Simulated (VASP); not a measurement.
Set up this calculation in VASP 6.6.1, as the native input.

```yaml
Task: single point
Functional: PBE
Potentials_or_basis: VASP PAW PBE potentials, release 64 (K_sv, Nb_sv, O)
Cutoff: 520 eV
k_mesh: 6 × 6 × 10
Occupations: gaussian, width 0.1 eV
Spin: collinear spin, ferromagnetic start
Starting_moments: "[0.0, 0.0, 3.19, 0.38, 0.38, 0.38] μB"
Dipole_correction: no
Further_INCAR_settings: ALGO = Normal; EDIFF = 1e-06; NBANDS = 38
```

The structure of K2NbO3 lies in POSCAR:

```
K2NbO3
1.0
    6.0155139025      0.0000000029      0.0000000000
   -3.0077569538      5.2095878549      0.0000000000
    0.0000000000      0.0000000000      3.6835997555
K Nb O
2 1 3
Direct
    0.6666666667      0.3333333333      0.0000000000
    0.3333333333      0.6666666667      0.0000000000
    0.0000000000      0.0000000000      0.0000000000
    0.5000000000      0.5000000000      0.5000000000
    0.5000000000      0.0000000000      0.5000000000
    0.0000000000      0.5000000000      0.5000000000
```

The cell was generated, and may not be a known phase.

These files were run (other wordings do the same):

INCAR

```
SYSTEM = K2NbO3
ALGO = Normal ; EDIFF = 1E-6
ENCUT = 520 ; GGA = PE
ISIF = 2 ; ISMEAR = 0
ISPIN = 2 ; LASPH = .True.
LCHARG = .False. ; LMAXMIX = 4
LORBIT = 11 ; LREAL = .False.
LWAVE = .False. ; MAGMOM = 0 0 3.19 0.38 0.38 0.38
NBANDS = 38 ; NELM = 150
PREC = Accurate ; SIGMA = 0.1
```

KPOINTS

```
k-points
0
Gamma
  6 6 10
  0 0 0
```

Potentials or basis: VASP PAW PBE potentials, release 64 (K_sv, Nb_sv, O).

Run with:

```sh
$ cat potpaw_PBE.64/K_sv/POTCAR potpaw_PBE.64/Nb_sv/POTCAR potpaw_PBE.64/O/POTCAR > POTCAR
$ mpirun -np 1 vasp_std > vasp.out
```

Results of the run:

| Item | Value |
| --- | --- |
| Pressure | -2.7 GPa |
| Net moment | 0.00 μB per cell |
| Valence electrons inside the program's atomic spheres | K 7.66; Nb 10.34; O 4.77 |

Caveat: the stress differs along the axes, from -7 to -1 GPa.

Run time: 8.9 min on 1 thread of Intel(R) Xeon(R) 6975P-C (Granite Rapids), with other jobs on the host, peak memory 0.47 GiB.
